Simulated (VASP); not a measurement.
# LiC3 (Pm-3m) in VASP: notebook

LiC3 is run at these levels: PBE; tasks: single point, relaxation of cell and atoms.

Program: VASP 6.6.1. These are calculated values, not measurements. Logs are shortened: lines on timing, memory, paths and dates and some standing lists are left out, and cuts for length are marked.

### Step 1. The cell of the first run

It takes space group Pm-3m (No. 221, cubic). Conventional cell: a = 3.027 Å, b = 3.027 Å, c = 3.027 Å, α = 90.00°, β = 90.00°, γ = 90.00°. Within 2.8 Å of Li (site symmetry m-3m) lie 12 C at 2.14 Å. C (site symmetry 4/mmm) has 4 Li at 2.14 Å and 8 C at 2.14 Å within 2.8 Å.

### Step 2. Single point, PBE

INCAR

```
PREC = Accurate
ENCUT = 520
EDIFF = 1E-7
ISMEAR = 0
SIGMA = 0.1
LREAL = F
LASPH = T
NELM = 100
ALGO = Normal
ISIF = 2
LWAVE = F
LCHARG = F
GGA = PE
NBANDS = 16
```

KPOINTS

```
Automatic mesh
0
Gamma
  6 6 6
```

POSCAR

```
LiC3
1.0
    3.0273076897      0.0000000000      0.0000000000
    0.0000000000      3.0273076897      0.0000000000
    0.0000000000      0.0000000000      3.0273076897
Li C
1 3
Direct
    0.0000000000      0.0000000000      0.0000000000
    0.0000000000      0.5000000000      0.5000000000
    0.5000000000      0.0000000000      0.5000000000
    0.5000000000      0.5000000000      0.0000000000
```

Potentials or basis: VASP PAW PBE potentials, release 64 (Li_sv, C).

The run is started by

```
$ cat potpaw_PBE.64/Li_sv/POTCAR potpaw_PBE.64/C/POTCAR > POTCAR
$ mpirun -np 1 vasp_std > vasp.out
```

OUTCAR:

```text
PREC = Accurate
   ENCUT = 520
   EDIFF = 1E-7
   ISMEAR = 0
   LREAL = F
   LASPH = T
   NELM = 100
   ISIF = 2
   GGA = PE

 ion  position               nearest neighbor table
   1  0.000  0.000  0.000-   2 2.14   3 2.14   4 2.14   2 2.14   3 2.14   2 2.14   4 2.14   2 2.14
                             3 2.14   4 2.14   3 2.14   4 2.14
   2  0.000  0.500  0.500-   1 2.14   1 2.14   1 2.14   1 2.14
   3  0.500  0.000  0.500-   1 2.14   1 2.14   1 2.14   1 2.14
   4  0.500  0.500  0.000-   1 2.14   1 2.14   1 2.14   1 2.14

  LATTYP: Found a simple cubic cell.
 ALAT       =     3.0273076897

  Lattice vectors:

 A1 = (   3.0273076897,   0.0000000000,   0.0000000000)
 A2 = (   0.0000000000,   3.0273076897,   0.0000000000)
 A3 = (   0.0000000000,   0.0000000000,   3.0273076897)

Analysis of symmetry for initial positions (statically):
=====================================================================
 Subroutine PRICEL returns:
 Original cell was already a primitive cell.

 Routine SETGRP: Setting up the symmetry group for a
 simple cubic supercell.

 Subroutine GETGRP returns: Found 48 space group operations
 (whereof 48 operations were pure point group operations)
 out of a pool of 48 trial point group operations.

The static configuration has the point symmetry O_h .

Analysis of symmetry for dynamics (positions and initial velocities):
=====================================================================
 Subroutine PRICEL returns:
 Original cell was already a primitive cell.

 Routine SETGRP: Setting up the symmetry group for a
 simple cubic supercell.

 Subroutine GETGRP returns: Found 48 space group operations
 (whereof 48 operations were pure point group operations)
 out of a pool of 48 trial point group operations.

The dynamic configuration has the point symmetry O_h .

 Subroutine INISYM returns: Found 48 space group operations
 (whereof 48 operations are pure point group operations),
 and found     1 'primitive' translations

----------------------------------------------------------------------------------------

                                     Primitive cell

  volume of cell :      27.7440

  direct lattice vectors                    reciprocal lattice vectors
     3.027307690  0.000000000  0.000000000     0.330326515  0.000000000  0.000000000
     0.000000000  3.027307690  0.000000000     0.000000000  0.330326515  0.000000000
     0.000000000  0.000000000  3.027307690     0.000000000  0.000000000  0.330326515

  length of vectors
     3.027307690  3.027307690  3.027307690     0.330326515  0.330326515  0.330326515

  position of ions in fractional coordinates (direct lattice)
     0.000000000  0.000000000  0.000000000
     0.000000000  0.500000000  0.500000000
     0.500000000  0.000000000  0.500000000
     0.500000000  0.500000000  0.000000000

  ion indices of the primitive-cell ions
   primitive index   ion index
                 1           1
                 2           2
                 3           3
                 4           4

----------------------------------------------------------------------------------------

 KPOINTS: Automatic mesh

Automatic generation of k-mesh.
 Grid dimensions read from file:
 generate k-points for:    6    6    6

 Generating k-lattice:

  Cartesian coordinates                     Fractional coordinates (reciprocal lattice)
     0.055054419  0.000000000  0.000000000     0.166666667  0.000000000  0.000000000
     0.000000000  0.055054419  0.000000000     0.000000000  0.166666667  0.000000000
     0.000000000  0.000000000  0.055054419     0.000000000  0.000000000  0.166666667

  Length of vectors
     0.055054419  0.055054419  0.055054419

  Shift w.r.t. Gamma in fractional coordinates (k-lattice)
     0.000000000  0.000000000  0.000000000

 Subroutine IBZKPT returns following result:
 ===========================================

 Found     20 irreducible k-points:

 Following reciprocal coordinates:
            Coordinates               Weight
  0.000000  0.000000  0.000000      1.000000
  0.166667  0.000000  0.000000      6.000000
  0.333333  0.000000  0.000000      6.000000
  0.500000  0.000000  0.000000      3.000000
  0.166667  0.166667  0.000000     12.000000
  0.333333  0.166667  0.000000     24.000000
[... 12 lines left out ...]
  0.500000  0.500000  0.333333      6.000000
  0.500000  0.500000  0.500000      1.000000
   k-points           NKPTS =     20   k-points in BZ     NKDIM =     20   number of bands    NBANDS=     16
   number of dos      NEDOS =    301   number of ions     NIONS =      4
   total plane-waves  NPLWV =  13824
   dimension x,y,z NGX =    24 NGY =   24 NGZ =   24
   dimension x,y,z NGXF=    48 NGYF=   48 NGZF=   48
   ions per type =               1   3
   NGX,Y,Z   is equivalent  to a cutoff of  13.18, 13.18, 13.18 a.u.
   NGXF,Y,Z  is equivalent  to a cutoff of  26.36, 26.36, 26.36 a.u.
 SYSTEM =  unknown system
   PREC   = accura    normal or accurate (medium, high low for compatibility)
   ISTART =      0    job   : 0-new  1-cont  2-samecut
   ICHARG =      2    charge: 1-file 2-atom 10-const
   ISPIN  =      1    spin polarized calculation?
   LNONCOLLINEAR =      F non collinear calculations
   LSORBIT =      F    spin-orbit coupling
   LASPH  =      T    aspherical Exc in radial PAW
   ENCUT  =  520.0 eV  38.22 Ry    6.18 a.u.   5.63  5.63  5.63*2*pi/ulx,y,z
   NELM   =    100;   NELMIN=  2; NELMDL= -5     # of ELM steps
   EDIFF  = 0.1E-06   stopping-criterion for ELM
   LREAL  =      F    real-space projection
   EDIFFG = 0.1E-05   stopping-criterion for IOM
   NSW    =      0    number of steps for IOM
   IBRION =     -1    ionic relax: 0-MD 1-quasi-New 2-CG
   NFREE  =      0    steps in history (QN), initial steepest desc. (CG)
   ISIF   =      2    stress and relaxation
   ISYM   =      2    0-nonsym 1-usesym 2-fastsym
   POTIM  = 0.5000    time-step for ionic-motion
   TEBEG  =    0.0;   TEEND  =   0.0 temperature during run
   PSTRESS=    0.0 pullay stress
   NELECT =      15.0000    total number of electrons
   NUPDOWN=      -1.0000    fix difference up-down
   EMIN   =  10.00;   EMAX   =-10.00  energy-range for DOS
   EFERMI =   0.00;   METHOD = LEGACY
   ISMEAR =     0;   SIGMA  =   0.10  broadening in eV -4-tet -1-fermi 0-gaus
   EFERMI_NEDOS =   21; number of points for ismear=-14 and -15
   IALGO  =     38    algorithm
   IMIX   =      4    mixing-type and parameters
     AMIX     =   0.40;   BMIX     =  1.00
     AMIX_MAG =   1.60;   BMIX_MAG =  1.00
  volume/ion in A,a.u.               =       6.94        46.81
  Fermi-wavevector in a.u.,A,eV,Ry     =   1.333671  2.520273 24.200386  1.778678
  Thomas-Fermi vector in A             =   2.462511
   LORBIT       =      0    0 simple, 1 ext, 2 COOP (PROOUT), +10 PAW based schemes
   GGA     = PE    functional components
   LHFCALC =     F    Hartree Fock is set to
   AEXX    =    0.0000 exact exchange contribution
   IVDW    =     0    specifies the selected vdW correction
   LEPSILON=     F    determine dielectric tensor
   LRPA    =     F    only Hartree local field effects (RPA)
 non-spin polarized calculation
 Gauss-broadening in eV      SIGMA  =   0.10
  energy-cutoff  :      520.00
  volume of cell :       27.74
 maximum number of plane-waves:       768
 NGX is ok and might be reduce to    24
   NGX = 11   NGY = 11   NGZ = 11

 number of electron      15.0000010 magnetization

 Free energy of the ion-electron system (eV)
  ---------------------------------------------------
  ext. energy  EPLUGINS =         0.00000000
  ---------------------------------------------------
  free energy    TOTEN  =       -18.77278707 eV

  energy without entropy =      -18.76682761  energy(sigma->0) =      -18.76980734

 E-fermi :   7.2226     XC(G=0): -12.2220

 val. band max:        7.2141951554   @ k =   0.5000   0.5000   0.0000
 cond. band min:       7.2831483931   @ k =   0.5000   0.5000   0.0000
 fundamental gap:      0.0689532377
 Fermi energy:         7.2226379815

 k-point     1 :       0.0000    0.0000    0.0000
  band No.  band energies     occupation
      1     -37.9917      2.00000
      2      -9.9788      2.00000
      3       1.6560      2.00000
      4       1.6560      2.00000
      5       1.6560      2.00000
      6       2.2352      2.00000
[... 8 lines left out ...]
     15      23.5860      0.00000
     16      23.5860      0.00000

 k-point     2 :       0.1667    0.0000    0.0000
  band No.  band energies     occupation
      1     -37.9884      2.00000
      2      -9.6680      2.00000
      3      -1.2523      2.00000
      4       2.0088      2.00000
      5       2.0088      2.00000
      6       2.4579      2.00000
[... 8 lines left out ...]
     15      23.3158      0.00000
     16      24.0431      0.00000

 k-point     3 :       0.3333    0.0000    0.0000
  band No.  band energies     occupation
      1     -37.9818      2.00000
      2      -8.7955      2.00000
      3      -3.9900      2.00000
      4       2.9898      2.00000
      5       2.9898      2.00000
      6       3.0196      2.00000
[... 8 lines left out ...]
     15      22.7982      0.00000
     16      22.7982      0.00000

 k-point     4 :       0.5000    0.0000    0.0000
  band No.  band energies     occupation
      1     -37.9786      2.00000
      2      -7.9933      2.00000
      3      -5.4352      2.00000
      4       3.4097      2.00000
      5       3.8903      2.00000
      6       3.8903      2.00000
[... 8 lines left out ...]
     15      22.2407      0.00000
     16      22.2407      0.00000
[... 248 lines left out ...]
 k-point    18 :       0.5000    0.3333    0.3333
  band No.  band energies     occupation
      1     -37.9602      2.00000
      2      -5.0822      2.00000
      3      -3.5460      2.00000
      4      -1.3186      2.00000
      5      -0.0016      2.00000
      6       1.0516      2.00000
[... 8 lines left out ...]
     15      24.2088      0.00000
     16      25.2597      0.00000

 k-point    19 :       0.5000    0.5000    0.3333
  band No.  band energies     occupation
      1     -37.9571      2.00000
      2      -3.6248      2.00000
      3      -2.9166      2.00000
      4      -2.9166      2.00000
      5       0.3334      2.00000
      6       0.6848      2.00000
[... 8 lines left out ...]
     15      25.3771      0.00000
     16      25.3771      0.00000

 k-point    20 :       0.5000    0.5000    0.5000
  band No.  band energies     occupation
      1     -37.9541      2.00000
      2      -1.9554      2.00000
      3      -1.9554      2.00000
      4      -1.9554      2.00000
      5      -1.6470      2.00000
      6       0.2816      2.00000
[... 8 lines left out ...]
     15      26.2341      0.00000
     16      26.2341      0.00000

------------------------ aborting loop because EDIFF is reached ----------------------------------------

  FORCE on cell =-STRESS in cart. coord.  units (eV):
  Direction    XX          YY          ZZ          XY          YZ          ZX
  --------------------------------------------------------------------------------------
  -------------------------------------------------------------------------------------
  Total        0.0271238      0.0271238      0.0271238     -0.0000000     -0.0000000      0.0000000
  in kB        1.5663582      1.5663582      1.5663582     -0.0000000     -0.0000000      0.0000000
  external PRESSURE =       1.5663582 kB  Pullay stress =       0.0000000 kB

 VOLUME and BASIS-vectors are now :
 -----------------------------------------------------------------------------
  energy-cutoff  :      520.00
  volume of cell :       27.74
      direct lattice vectors                 reciprocal lattice vectors
     3.027307690  0.000000000  0.000000000     0.330326515  0.000000000  0.000000000
     0.000000000  3.027307690  0.000000000     0.000000000  0.330326515  0.000000000
     0.000000000  0.000000000  3.027307690     0.000000000  0.000000000  0.330326515

 POSITION                                       TOTAL-FORCE (eV/Angst)
 -----------------------------------------------------------------------------------
      0.00000      0.00000      0.00000         0.000000      0.000000      0.000000
      0.00000      1.51365      1.51365         0.000000      0.000000      0.000000
      1.51365      0.00000      1.51365         0.000000      0.000000      0.000000
      1.51365      1.51365      0.00000         0.000000      0.000000      0.000000
 -----------------------------------------------------------------------------------
    total drift:                                0.000000     -0.000000     -0.000000

  FREE ENERGIE OF THE ION-ELECTRON SYSTEM (eV)
  ---------------------------------------------------
  free  energy   TOTEN  =       -18.7727870686 eV

  energy  without entropy=      -18.7668276145  energy(sigma->0) =      -18.76980734
```

Wall time 7.4 s (1 thread of Intel Xeon Platinum 8259CL at 2.50GHz (Skylake/Cascade Lake), shared host); peak memory 0.13 GiB.

Results:

```
Free energy            : -18.7728 eV
Band gap on the k mesh : zero (an odd number of electrons rules out a gap without spin polarisation)
```

Levels at points of the mesh, in eV from the Fermi level:
| k point | band 6 | band 7 | band 8 | band 9 | band 10 | band 11 |
| --- | --- | --- | --- | --- | --- | --- |
| (0.00, 0.00, 0.00) | -4.99 | -4.99 | 2.71 | 2.71 | 2.71 | 5.89 |
| (0.50, 0.00, 0.00) | -3.33 | -0.89 | -0.89 | -0.08 | 1.57 | 2.75 |
| (0.50, 0.50, 0.00) | -0.22 | -0.01 | -0.01 | 0.06 | 1.66 | 1.66 |
| (0.50, 0.50, 0.50) | -6.94 | -6.94 | -6.94 | 6.94 | 6.94 | 6.97 |

Caveat: the cutoff is under 1.25 times the usual one of these potentials, so pressure, stress and relaxed cells hold a basis-set (Pulay) error; an odd number of electrons without spin polarisation forces a metal; a magnetic or distorted state may lie lower.

### Step 3. Single point, PBE

This run uses another cell than the first one, of 8.51 Å³/atom.

INCAR

```
SYSTEM = LiC3
ALGO = Normal
EDIFF = 1E-7
ENCUT = 520
GGA = PE
ISIF = 2
ISMEAR = 0
LASPH = .True.
LCHARG = .False.
LREAL = .False.
LWAVE = .False.
NBANDS = 16
NELM = 80
PREC = Accurate
SIGMA = 0.1
```

KPOINTS

```
k-points
0
Gamma
  6 6 6
  0 0 0
```

POSCAR

```
LiC3
1.0
    3.2408255504      0.0000000000      0.0000000000
    0.0000000000      3.2408255504      0.0000000000
    0.0000000000      0.0000000000      3.2408255504
Li C
1 3
Direct
    0.0000000000      0.0000000000      0.0000000000
    0.0000000000      0.5000000000      0.5000000000
    0.5000000000      0.0000000000      0.5000000000
    0.5000000000      0.5000000000      0.0000000000
```

Potentials or basis: VASP PAW PBE potentials, release 64 (Li_sv, C).

The run is started by

```
$ cat potpaw_PBE.64/Li_sv/POTCAR potpaw_PBE.64/C/POTCAR > POTCAR
$ mpirun -np 1 vasp_std > vasp.out
```

Run time: 6.5 s. Hardware: 1 thread of Intel Xeon Platinum 8259CL at 2.50GHz (Skylake/Cascade Lake), shared host; peak memory 0.13 GiB.

It converged, with:

```
Free energy            : -18.3614 eV
Band gap on the k mesh : zero (an odd number of electrons rules out a gap without spin polarisation)
```

Levels at points of the mesh, in eV from the Fermi level:
| k point | band 4 | band 5 | band 6 | band 7 | band 8 | band 9 | band 10 | band 11 |
| --- | --- | --- | --- | --- | --- | --- | --- | --- |
| (0.00, 0.00, 0.00) | -5.47 | -4.30 | -4.30 | -4.30 | 2.36 | 2.36 | 2.36 | 5.01 |
| (0.50, 0.00, 0.00) | -4.74 | -2.44 | -2.44 | -0.40 | -0.40 | 0.27 | 1.58 | 1.62 |
| (0.50, 0.50, 0.00) | -10.24 | -5.37 | -0.39 | 0.18 | 0.26 | 0.26 | 1.10 | 1.10 |
| (0.50, 0.50, 0.50) | -8.70 | -6.97 | -5.43 | -5.43 | -5.43 | 5.72 | 5.72 | 5.72 |

Caveat: the cutoff is under 1.25 times the usual one of these potentials, so pressure, stress and relaxed cells hold a basis-set (Pulay) error; an odd number of electrons without spin polarisation forces a metal; a magnetic or distorted state may lie lower.

[end of part 1 of 2]

The gap in the log of VASP goes by the Fermi energy; the results here count the filled bands.